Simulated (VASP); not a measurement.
A run of VASP 6.6.1:

File INCAR:

```
ALGO     = Normal         # electronic algorithm
EDIFF    = 1E-7           # SCF threshold, eV
EDIFFG   = -0.01          # ionic threshold
ENCUT    = 500            # plane-wave cutoff, eV
GGA      = PE             # functional
GGA_COMPAT= False        
IBRION   = 2              # ionic algorithm
ISIF     = 3              # what is computed and relaxed
ISMEAR   = 0              # smearing method
LASPH    = True           # aspherical terms in the spheres
LCHARG   = False          # write CHGCAR
LREAL    = False          # projectors in reciprocal space
LWAVE    = False          # write WAVECAR
NELM     = 120            # most SCF steps
NELMIN   = 4            
NSW      = 100            # ionic steps
PREC     = Accurate       # precision mode
SIGMA    = 0.1            # smearing width, eV
```

KPOINTS

```
k-points
0
Gamma
  20 20 20
```

Contents of POSCAR:

```
ZrB3
1.0
   -1.6379310965      1.6379310965      3.8774094863
    1.6379310965     -1.6379310965      3.8774094863
    1.6379310965      1.6379310965     -3.8774094863
Zr B
1 3
Direct
    0.0000000000      0.0000000000      0.0000000000
    0.5000000000      0.5000000000      0.0000000000
    0.2500000000      0.7500000000      0.5000000000
    0.7500000000      0.2500000000      0.5000000000
```

Potentials or basis: VASP PAW PBE potentials, release 64 (Zr_sv, B).

Launch:

```bash
$ cat potpaw_PBE.64/Zr_sv/POTCAR potpaw_PBE.64/B/POTCAR > POTCAR
$ mpirun -np 1 vasp_std > vasp.out
```

Hardware: 1 thread of Intel(R) Xeon(R) 6975P-C (Granite Rapids), with other jobs on the host.

Question: Estimate the wall time of this run.

Answer: It took 6.1 min on 1 thread of Intel(R) Xeon(R) 6975P-C (Granite Rapids), with other jobs on the host, peak memory 0.5 GiB. Counts: scf iterations 21, k points 641, ion steps 2.
